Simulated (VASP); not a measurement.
The system is Nb.

```
Nb
1.0
     0.00000    2.12565    2.09385
     2.12565    0.00000    2.09385
     2.12565    2.12565    0.00000
Nb
1
Cartesian
  0.0000 0.0000 0.0000
```

This cell differs from its parent crystal: z stretched by -1 % at fixed volume.

Base run:

* Program: VASP 6.6.1
* Functional: PBE
* Potentials or basis: VASP PAW PBE potentials, release 64 (Nb_sv)
* Cutoff: 400 eV
* k mesh: 13 × 13 × 13
* Occupations: fermi-dirac, width 0.08 eV
* Spin: no spin polarisation

Its results: pressure -2.0 GPa.

Question: The run is repeated on the same cell with these changes: cutoff from 400 eV to 520 eV. What comes out?

Answer: Pressure -1.5 GPa.
